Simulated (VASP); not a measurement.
Wanted: the native input for a VASP 6.6.1 run.

| Property | Result |
| --- | --- |
| Task | single point |
| Functional | PBEsol |
| Dispersion | D3(BJ) |
| Potentials or basis | VASP PAW PBE potentials, release 64 (Pt, Se) |
| Cutoff | 520 eV |
| k mesh | 8 × 8 × 5 |
| Occupations | fermi-dirac, width 0.05 eV |
| Spin | no spin polarisation |
| Dipole correction | no |
| Further INCAR settings | ALGO = Normal; EDIFF = 1e-06; NBANDS = 18 |

The structure of PtSe2 (Sudovikovite) lies in POSCAR:

```
PtSe2
1.0
    3.7240000000      0.0000000000      0.0000000000
   -1.8620000000      3.2250786037      0.0000000000
    0.0000000000      0.0000000000      5.0620000000
Pt Se
1 2
Direct
    0.0000000000      0.0000000000      0.0000000000
    0.6666666667      0.3333333333      0.7500000000
    0.3333333333      0.6666666667      0.2500000000
```

These files were run (other wordings do the same):

INCAR

```
SYSTEM = PtSe2
  ALGO = Normal
  EDIFF = 1E-6
  ENCUT = 520
  GGA = PS
  ISIF = 2
  ISMEAR = -1
  IVDW = 12
  LASPH = .True.
  LCHARG = .False.
  LREAL = .False.
  LWAVE = .False.
  NBANDS = 18
  NELM = 60
  PREC = Accurate
  SIGMA = 0.05
```

KPOINTS

```
k-points
0
Gamma
  8 8 5
  0 0 0
```

Potentials or basis: VASP PAW PBE potentials, release 64 (Pt, Se).

The run is started by

```console
$ cat potpaw_PBE.64/Pt/POTCAR potpaw_PBE.64/Se/POTCAR > POTCAR
$ mpirun -np 1 vasp_std > vasp.out
```

It gave:

| Quantity | Value |
| --- | --- |
| Pressure | -1.3 GPa |
| Largest force | 0.363 eV/Å |
| Band gap on the k mesh | zero (band 11 reaches 6.81 eV, above the bottom of band 12 at 6.48 eV) |
| Dispersion energy per atom | -0.426 eV |

Caveat: three body term missing; the PAW data sets were made with another functional, which shifts forces and pressure a little; spin-orbit coupling is left out, which moves the levels of the heavy elements; pairwise dispersion overbinds metals, which lowers pressure and volume.

Run time: 24 s on 1 thread of Intel(R) Xeon(R) Platinum 8559C (Emerald Rapids), with other jobs on the host, peak memory 0.21 GiB.
